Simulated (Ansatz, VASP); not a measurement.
## Zr: VASP beside Ansatz

The input INCAR:

```
SYSTEM = Zr
ALGO     = Normal         ! electronic algorithm
EDIFF    = 1E-6           ! SCF threshold, eV
ENCUT    = 520            ! plane-wave cutoff, eV
GGA      = PS             ! functional
ISIF     = 2              ! what is computed and relaxed
ISMEAR   = -1             ! smearing method
LASPH    = .True.         ! aspherical terms in the spheres
LCHARG   = .True.         ! write CHGCAR
LELF     = .True.         ! ELF
LREAL    = .False.        ! projectors in reciprocal space
LVHAR    = .True.       
LWAVE    = .False.        ! write WAVECAR
NBANDS   = 12             ! bands
NELM     = 60             ! most SCF steps
PREC     = Accurate       ! precision mode
SIGMA    = 0.08           ! smearing width, eV
```

KPOINTS

```
k-points
0
Gamma
  14 14 14
  0 0 0
```

File POSCAR:

```
Zr
1.0
   -1.8100000000      1.8100000000      1.8100000000
    1.8100000000     -1.8100000000      1.8100000000
    1.8100000000      1.8100000000     -1.8100000000
Zr
1
Direct
    0.0000000000      0.0000000000      0.0000000000
```

Input for Ansatz:

```yaml
crystal:
  lattice:
    - [-1.81, 1.81, 1.81]
    - [1.81, -1.81, 1.81]
    - [1.81, 1.81, -1.81]
  atoms:
    - { symbol: Zr, position: [0.0, 0.0, 0.0] }
kpoints:
  mp_grid: { grid: [14, 14, 14] }
  band_path:
    path:
      - [0.0, 0.0, 0.0]
      - [0.5, -0.5, 0.5]
      - [0.0, 0.0, 0.5]
      - [0.0, 0.0, 0.0]
      - [0.25, 0.25, 0.25]
      - [0.5, -0.5, 0.5]
      - [0.25, 0.25, 0.25]
      - [0.0, 0.0, 0.5]
    npoints: 14
scf:
  occupations: { method: fermi_dirac, width: 0.08 }
hamiltonian:
  xc: pbesol
  pseudopotentials: { kind: all_electron, lapw: { basis_error: 0.0005 } }
output:
  forces: true
  stress: true
  eigenvalues: true
  populations: true
  dos: { projected: true, de: 0.2, e_range: [-14, 8] }
```

Alike in both runs: task single point; functional PBEsol; k mesh 14 × 14 × 14; occupations fermi-dirac, width 0.08 eV; no spin polarisation.

|  | VASP | Ansatz |
| --- | --- | --- |
| version | VASP 6.6.1 | Ansatz 0.2.0 |
| potentials or method | VASP PAW PBE potentials, release 64 (Zr_sv), cutoff 520 eV | all-electron LAPW, scalar-relativistic |

VASP gave:

| Quantity | Value |
| --- | --- |
| pressure (GPa) | -6.6 |

Q: Which values does Ansatz return?

A: Pressure (GPa): -6.7.

VASP's potentials were made for PBE, not for PBEsol. Ansatz ran all-electron here, and VASP with PAW potentials.
